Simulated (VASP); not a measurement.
# Cl in VASP: a series of runs

Runs on Cl. Level: r2SCAN. Tasks: single point.

Everything below comes from runs of VASP 6.6.1. Logs are shortened: lines on timing, memory, paths and dates and some standing lists are left out, and cuts for length are marked.

## (1) The cell of the first run

The cell holds a disordered packing, 24 atoms: a = 9.967 Å, b = 9.967 Å, c = 9.967 Å, α = 90.00°, β = 90.00°, γ = 90.00°.

## (2) Single point, r2SCAN

POSCAR reads:

```
Cl
1.0
    9.9665550000      0.0000000000      0.0000000000
    0.0000000000      9.9665550000      0.0000000000
    0.0000000000      0.0000000000      9.9665550000
Cl
24
Direct
    0.1237940291      0.8492703848      0.5380194059
    0.3174416837      0.8218888071      0.5935350781
    0.0014950000      0.1071182570      0.1193591968
   -0.1354329555      0.2513004744      0.1178742304
    0.9176089431      0.7659617591      1.0093557904
    1.1177382757      0.7634433362      1.0085129716
    0.8599460897     -0.0513818466      0.4775872907
    0.8444944116      0.1095062436      0.5975184003
    0.1621121842      0.0838705049      0.8176345788
    0.2581232934      0.1634466473      0.6546394416
    0.4002887658      0.8513473311      0.2533172194
    0.4279914173      0.7957413570      0.0627197663
    0.7712394102      0.6670710190      0.5868426954
    0.5824379638      0.6926164557      0.5173001102
    0.0546527862      0.4548612836      0.4155799070
    0.2372434608      0.5071361167      0.3691847384
    0.4966610830      0.4495133976      0.0904525184
    0.5658625272      0.4781893041     -0.1012486260
    0.5689227622     -0.0574421152      0.7687310209
    0.5996756151      0.0758235920      0.9163146142
    0.4610921226      0.1280281903      0.3720242351
    0.5610464198      0.3010669183      0.4001683631
    0.2036511111      0.4248208132      0.9236391110
    0.0992820488      0.4705638006      0.7546338730
```

INCAR.step1 reads:

```
SYSTEM = Cl
ALGO = Normal
EDIFF = 1E-4
ENCUT = 520
GGA = PE
ISMEAR = -1
LASPH = .TRUE.
LCHARG = .FALSE.
LREAL = Auto
LWAVE = .TRUE.
NBANDS = 102
NELM = 60
PREC = Accurate
SIGMA = 0.05
```

INCAR.step2 reads:

```
SYSTEM = Cl
ALGO = Normal
EDIFF = 1E-6
ENCUT = 520
ISIF = 2
ISMEAR = -1
ISTART = 1
LASPH = .TRUE.
LCHARG = .FALSE.
LMIXTAU = .TRUE.
LREAL = Auto
LWAVE = .FALSE.
METAGGA = R2SCAN
NBANDS = 102
NELM = 60
PREC = Accurate
SIGMA = 0.05
```

KPOINTS reads:

```
k-points
0
G
  1 1 1
  0 0 0
```

Potentials or basis: VASP PAW PBE potentials, release 64 (Cl).

Command:

```console
> cat potpaw_PBE.64/Cl/POTCAR > POTCAR
> cp INCAR.step1 INCAR
> mpirun -np 1 vasp_gam > vasp.out
> cp INCAR.step2 INCAR
> mpirun -np 1 vasp_gam > vasp.out
```

OUTCAR:

```text
SYSTEM = Cl
   EDIFF = 1E-6
   ENCUT = 520
   ISIF = 2
   ISMEAR = -1
   ISTART = 1
   LASPH = .TRUE.
   LREAL = Auto
   METAGGA = R2SCAN
   NELM = 60
   PREC = Accurate

 ion  position               nearest neighbor table
   1  0.124  0.849  0.538-   2 2.03
   2  0.317  0.822  0.594-   1 2.03
   3  0.001  0.107  0.119-   4 1.98
   4  0.865  0.251  0.118-   3 1.98
   5  0.918  0.766  0.009-   6 1.99
   6  0.118  0.763  0.009-   5 1.99
[... 16 lines left out ...]
  23  0.204  0.425  0.924-  24 2.03
  24  0.099  0.471  0.755-  23 2.03

  LATTYP: Found a simple cubic cell.
 ALAT       =     9.9665550000

  Lattice vectors:

 A1 = (   9.9665550000,   0.0000000000,   0.0000000000)
 A2 = (   0.0000000000,   9.9665550000,   0.0000000000)
 A3 = (   0.0000000000,   0.0000000000,   9.9665550000)

Analysis of symmetry for initial positions (statically):
=====================================================================
 Subroutine PRICEL returns:
 Original cell was already a primitive cell.

 Routine SETGRP: Setting up the symmetry group for a
 simple cubic supercell.

 Subroutine GETGRP returns: Found  1 space group operations
 (whereof  1 operations were pure point group operations)
 out of a pool of 48 trial point group operations.

The static configuration has the point symmetry C_1 .

Analysis of symmetry for dynamics (positions and initial velocities):
=====================================================================
 Subroutine PRICEL returns:
 Original cell was already a primitive cell.

 Routine SETGRP: Setting up the symmetry group for a
 simple cubic supercell.

 Subroutine GETGRP returns: Found  1 space group operations
 (whereof  1 operations were pure point group operations)
 out of a pool of 48 trial point group operations.

The dynamic configuration has the point symmetry C_1 .

 Subroutine INISYM returns: Found  1 space group operations
 (whereof  1 operations are pure point group operations),
 and found     1 'primitive' translations

----------------------------------------------------------------------------------------

                                     Primitive cell

  volume of cell :     990.0000

  direct lattice vectors                    reciprocal lattice vectors
     9.966555000  0.000000000  0.000000000     0.100335572  0.000000000  0.000000000
     0.000000000  9.966555000  0.000000000     0.000000000  0.100335572  0.000000000
     0.000000000  0.000000000  9.966555000     0.000000000  0.000000000  0.100335572

  length of vectors
     9.966555000  9.966555000  9.966555000     0.100335572  0.100335572  0.100335572

  position of ions in fractional coordinates (direct lattice)
     0.123794029  0.849270385  0.538019406
     0.317441684  0.821888807  0.593535078
     0.001495000  0.107118257  0.119359197
     0.864567044  0.251300474  0.117874230
     0.917608943  0.765961759  0.009355790
     0.117738276  0.763443336  0.008512972
[... 16 lines left out ...]
     0.203651111  0.424820813  0.923639111
     0.099282049  0.470563801  0.754633873

  ion indices of the primitive-cell ions
   primitive index   ion index
                 1           1
                 2           2
                 3           3
                 4           4
                 5           5
                 6           6
[... 16 lines left out ...]
                23          23
                24          24

----------------------------------------------------------------------------------------

 KPOINTS: k-points

Automatic generation of k-mesh.
 Grid dimensions read from file:
 generate k-points for:    1    1    1

 Generating k-lattice:

  Cartesian coordinates                     Fractional coordinates (reciprocal lattice)
     0.100335572  0.000000000  0.000000000     1.000000000  0.000000000  0.000000000
     0.000000000  0.100335572  0.000000000     0.000000000  1.000000000  0.000000000
     0.000000000  0.000000000  0.100335572     0.000000000  0.000000000  1.000000000

  Length of vectors
     0.100335572  0.100335572  0.100335572

  Shift w.r.t. Gamma in fractional coordinates (k-lattice)
     0.000000000  0.000000000  0.000000000

 Subroutine IBZKPT returns following result:
 ===========================================

 Found      1 irreducible k-points:

 Following reciprocal coordinates:
            Coordinates               Weight
  0.000000  0.000000  0.000000      1.000000
   k-points           NKPTS =      1   k-points in BZ     NKDIM =      1   number of bands    NBANDS=    102
   number of dos      NEDOS =    301   number of ions     NIONS =     24
   total plane-waves  NPLWV = 512000
   dimension x,y,z NGX =    80 NGY =   80 NGZ =   80
   dimension x,y,z NGXF=   160 NGYF=  160 NGZF=  160
   ions per type =              24
   NGX,Y,Z   is equivalent  to a cutoff of  13.34, 13.34, 13.34 a.u.
   NGXF,Y,Z  is equivalent  to a cutoff of  26.69, 26.69, 26.69 a.u.
 SYSTEM =  Cl
   PREC   = accura    normal or accurate (medium, high low for compatibility)
   ISTART =      1    job   : 0-new  1-cont  2-samecut
   ICHARG =      0    charge: 1-file 2-atom 10-const
   ISPIN  =      1    spin polarized calculation?
   LNONCOLLINEAR =      F non collinear calculations
   LSORBIT =      F    spin-orbit coupling
   LASPH  =      T    aspherical Exc in radial PAW
   ENCUT  =  520.0 eV  38.22 Ry    6.18 a.u.  18.53 18.53 18.53*2*pi/ulx,y,z
   NELM   =     60;   NELMIN=  2; NELMDL=  0     # of ELM steps
   EDIFF  = 0.1E-05   stopping-criterion for ELM
   LREAL  =      T    real-space projection
   EDIFFG = 0.1E-04   stopping-criterion for IOM
   NSW    =      0    number of steps for IOM
   IBRION =     -1    ionic relax: 0-MD 1-quasi-New 2-CG
   NFREE  =      0    steps in history (QN), initial steepest desc. (CG)
   ISIF   =      2    stress and relaxation
   ISYM   =      2    0-nonsym 1-usesym 2-fastsym
   POTIM  = 0.5000    time-step for ionic-motion
   TEBEG  =    0.0;   TEEND  =   0.0 temperature during run
   PSTRESS=    0.0 pullay stress
   NELECT =     168.0000    total number of electrons
   NUPDOWN=      -1.0000    fix difference up-down
   EMIN   =  10.00;   EMAX   =-10.00  energy-range for DOS
   EFERMI =   0.00;   METHOD = LEGACY
   ISMEAR =    -1;   SIGMA  =   0.05  broadening in eV -4-tet -1-fermi 0-gaus
   EFERMI_NEDOS =   21; number of points for ismear=-14 and -15
   IALGO  =     38    algorithm
   IMIX   =      4    mixing-type and parameters
     AMIX     =   0.40;   BMIX     =  1.00
     AMIX_MAG =   1.60;   BMIX_MAG =  1.00
  volume/ion in A,a.u.               =      41.25       278.37
  Fermi-wavevector in a.u.,A,eV,Ry     =   0.906357  1.712767 11.176967  0.821484
  Thomas-Fermi vector in A             =   2.030036
   LORBIT       =      0    0 simple, 1 ext, 2 COOP (PROOUT), +10 PAW based schemes
   METAGGA = R2SCAN    functional components
   LHFCALC =     F    Hartree Fock is set to
   AEXX    =    0.0000 exact exchange contribution
   IVDW    =     0    specifies the selected vdW correction
   LEPSILON=     F    determine dielectric tensor
   LRPA    =     F    only Hartree local field effects (RPA)
 non-spin polarized calculation
  energy-cutoff  :      520.00
  volume of cell :      990.00
 maximum number of plane-waves:     13373
 NGX is ok and might be reduce to    80
   NGX = 37   NGY = 37   NGZ = 37

 number of electron     167.9999995 magnetization

 Free energy of the ion-electron system (eV)
  ---------------------------------------------------
  ext. energy  EPLUGINS =         0.00000000
  ---------------------------------------------------
  free energy    TOTEN  =      -145.86563721 eV

  energy without entropy =     -145.86563721  energy(sigma->0) =     -145.86563721

 E-fermi :  -1.4994     XC(G=0):  -6.3512

 val. band max:       -2.6342737513   @ k =   0.0000   0.0000   0.0000
 cond. band min:      -0.3502484631   @ k =   0.0000   0.0000   0.0000
 fundamental gap:      2.2840252882
 Fermi energy:        -1.4994237352

 k-point     1 :       0.0000    0.0000    0.0000
  band No.  band energies     occupation
      1     -20.5051      2.00000
      2     -20.4001      2.00000
      3     -20.2956      2.00000
      4     -20.1843      2.00000
      5     -20.1559      2.00000
      6     -20.0933      2.00000
[... 88 lines left out ...]
     95       0.6460      0.00000
     96       0.7407      0.00000
 [bands above 96 left out]

------------------------ aborting loop because EDIFF is reached ----------------------------------------

  FORCE on cell =-STRESS in cart. coord.  units (eV):
  Direction    XX          YY          ZZ          XY          YZ          ZX
  --------------------------------------------------------------------------------------
  -------------------------------------------------------------------------------------
  Total       -2.0006119     -0.6001131     -7.2565794      0.5062528      0.0372624      0.4939197
  in kB       -3.2377121     -0.9711996    -11.7437645      0.8192997      0.0603041      0.7993404
  external PRESSURE =      -5.3175587 kB  Pullay stress =       0.0000000 kB

 VOLUME and BASIS-vectors are now :
 -----------------------------------------------------------------------------
  energy-cutoff  :      520.00
  volume of cell :      990.00
      direct lattice vectors                 reciprocal lattice vectors
     9.966555000  0.000000000  0.000000000     0.100335572  0.000000000  0.000000000
     0.000000000  9.966555000  0.000000000     0.000000000  0.100335572  0.000000000
     0.000000000  0.000000000  9.966555000     0.000000000  0.000000000  0.100335572

 POSITION                                       TOTAL-FORCE (eV/Angst)
 -----------------------------------------------------------------------------------
      1.23380      8.46430      5.36220         0.396748      0.017585      0.155987
      3.16380      8.19140      5.91550        -0.411203     -0.120955     -0.239334
      0.01490      1.06760      1.18960        -0.007072      0.017824      0.026466
      8.61676      2.50460      1.17480         0.005250     -0.011947     -0.011927
      9.14540      7.63400      0.09324         0.018292     -0.073991     -0.053475
      1.17345      7.60890      0.08484        -0.100162      0.145462      0.076723
[... 16 lines left out ...]
      2.02970      4.23400      9.20550        -0.433270      0.229452     -0.668963
      0.98950      4.68990      7.52110         0.402348     -0.171697      0.672875
 -----------------------------------------------------------------------------------
    total drift:                               -0.001046     -0.000018     -0.004067

  FREE ENERGIE OF THE ION-ELECTRON SYSTEM (eV)
  ---------------------------------------------------
  free  energy   TOTEN  =      -145.8656372104 eV

  energy  without entropy=     -145.8656372097  energy(sigma->0) =     -145.86563721
```

Wall time 12 min (1 thread of Intel Xeon Platinum 8488C (Sapphire Rapids), shared host); peak memory 1 GiB.

What came out:

| Quantity | Value |
| --- | --- |
| Free energy | -145.8656 eV |
| Pressure | -0.5 GPa |
| Largest force | 1.119 eV/Å |

Forces in eV/Å, atoms in the order of the input:
```
Cl   0.397  0.018  0.156
Cl  -0.411 -0.121 -0.239
Cl  -0.007  0.018  0.026
Cl   0.005 -0.012 -0.012
Cl   0.018 -0.074 -0.053
Cl  -0.100  0.145  0.077
Cl  -0.175  0.736  0.167
Cl   0.143 -0.361 -0.349
Cl   0.486  0.420 -0.801
Cl  -0.439 -0.401  0.801
Cl  -0.076 -0.360 -0.223
Cl  -0.059  0.180  0.203
Cl  -0.521 -0.371 -0.112
Cl   0.520 -0.047  0.293
Cl  -0.679 -0.174  0.133
Cl   0.664  0.180 -0.127
Cl   0.460 -0.026 -1.020
Cl  -0.378 -0.077  1.044
Cl   0.095  0.247  0.370
Cl   0.006 -0.223 -0.349
Cl   0.322  0.500 -0.026
Cl  -0.241 -0.256  0.039
Cl  -0.433  0.229 -0.669
Cl   0.402 -0.172  0.673
```

Levels at points of the mesh, in eV from the Fermi level:
| k point | band 81 | band 82 | band 83 | band 84 | band 85 | band 86 | band 87 | band 88 |
| --- | --- | --- | --- | --- | --- | --- | --- | --- |
| (0.00, 0.00, 0.00) | -1.42 | -1.40 | -1.33 | -1.13 | 1.15 | 1.21 | 1.27 | 1.48 |

Caveat: the k points lie up to 0.63 Å⁻¹ apart; the atoms stand as in a frame of molecular dynamics; the PAW data sets were made with another functional, which shifts forces and pressure a little.

## (3) Single point, r2SCAN

POSCAR reads:

```
Cl
1.0
    9.9665550000      0.0000000000      0.0000000000
    0.0000000000      9.9665550000      0.0000000000
    0.0000000000      0.0000000000      9.9665550000
Cl
24
Direct
    0.1215164116      0.7940958536      0.5139890363
    0.3086422540      0.8329959550      0.5772907489
   -0.1134995994      0.1082219483      0.1161685256
   -0.2274306418      0.2687889647      0.1417440630
    0.8901771976      0.7827579339      0.9975462936
    1.0823097851      0.8168820621      1.0297239116
    0.8401097470      0.0988305387      0.4332389677
    0.8713943785      0.1156969484      0.6325957164
    0.1908382586      0.1221886600      0.7912162227
    0.2223737289      0.2046946011      0.6066991052
    0.4251418870      0.7798582359      0.2839095354
    0.4024459806      0.8040190417      0.0857668472
    0.7971059208      0.6146757832      0.5492870907
    0.6077124944      0.6252310854      0.6160002127
    0.1144929216      0.4367406792      0.3352111136
    0.2978361129      0.4575302098      0.4015730611
    0.4999420562      0.3989944369      0.0539002695
    0.6222511189      0.4784802773     -0.0901916460
    0.6203246759     -0.1318309085      0.8025140081
    0.6249300786      0.0418098330      0.9078563255
    0.4935607138      0.1906676881      0.3104884285
    0.5444709832      0.3101171869      0.4631991696
    0.2064404401      0.4598981293      0.9182912250
    0.0543016117      0.4924269218      0.7856977662
```

INCAR.step1 reads:

```
SYSTEM = Cl
  ALGO = Normal
  EDIFF = 1E-4
  ENCUT = 520
  GGA = PE
  ISMEAR = -1
  LASPH = .True.
  LCHARG = .False.
  LREAL = Auto
  LWAVE = .True.
  NBANDS = 102
  NELM = 80
  PREC = Accurate
  SIGMA = 0.05
```

INCAR.step2 reads:

```
SYSTEM = Cl
  ALGO = Normal
  EDIFF = 1E-7
  ENCUT = 520
  ISIF = 2
  ISMEAR = -1
  ISTART = 1
  LASPH = .True.
  LCHARG = .False.
  LMIXTAU = .True.
  LREAL = Auto
  LWAVE = .False.
  METAGGA = R2SCAN
  NBANDS = 102
  NELM = 80
  PREC = Accurate
  SIGMA = 0.05
```

KPOINTS reads:

```
k-points
0
Gamma
  1 1 1
  0 0 0
```

Potentials or basis: VASP PAW PBE potentials, release 64 (Cl).

Command:

```console
> cat potpaw_PBE.64/Cl/POTCAR > POTCAR
> cp INCAR.step1 INCAR
> mpirun -np 1 vasp_gam > vasp.out
> cp INCAR.step2 INCAR
> mpirun -np 1 vasp_gam > vasp.out
```

Wall time 15 min (1 thread of Intel Xeon Platinum 8488C (Sapphire Rapids), shared host); peak memory 1 GiB.

It converged, with:

```
Free energy   : -145.8190 eV
Pressure      : -0.4 GPa
Largest force : 1.028 eV/Å
```

Forces on the atoms (eV/Å):
```
Cl   0.477  0.153  0.145
Cl  -0.431 -0.183 -0.013
Cl   0.263 -0.042  0.098
Cl   0.185  0.034 -0.151
Cl  -0.390 -0.094 -0.111
Cl   0.422  0.035  0.129
Cl   0.230 -0.044  0.613
Cl  -0.180 -0.039 -0.514
Cl   0.123  0.284 -0.888
Cl  -0.100 -0.376  0.952
Cl  -0.115  0.129 -0.321
Cl   0.103 -0.087  0.197
Cl  -0.266 -0.009  0.115
Cl   0.357 -0.018 -0.254
Cl  -0.834  0.077 -0.284
Cl   0.334  0.066  0.171
Cl   0.507  0.461 -0.597
Cl  -0.741 -0.312  0.624
Cl  -0.086  0.566  0.247
Cl  -0.102 -0.464 -0.355
Cl  -0.087  0.123  0.514
Cl   0.312 -0.348 -0.286
Cl  -0.568  0.204 -0.597
Cl   0.586 -0.116  0.566
```

Stress tensor (GPa, compression positive):
```
 0.00 -0.21  0.08
-0.21 -0.25 -0.07
 0.08 -0.07 -0.84
```

Levels at points of the mesh, in eV from the Fermi level:
| k point | band 80 | band 81 | band 82 | band 83 | band 84 | band 85 | band 86 | band 87 | band 88 | band 89 |
| --- | --- | --- | --- | --- | --- | --- | --- | --- | --- | --- |
| (0.00, 0.00, 0.00) | -1.34 | -1.29 | -1.20 | -1.18 | -1.14 | 1.10 | 1.29 | 1.59 | 1.75 | 1.81 |

Caveat: the k points lie up to 0.63 Å⁻¹ apart; the atoms stand as in a frame of molecular dynamics; the PAW data sets were made with another functional, which shifts forces and pressure a little.

(Part 1 of 2 ends here.)
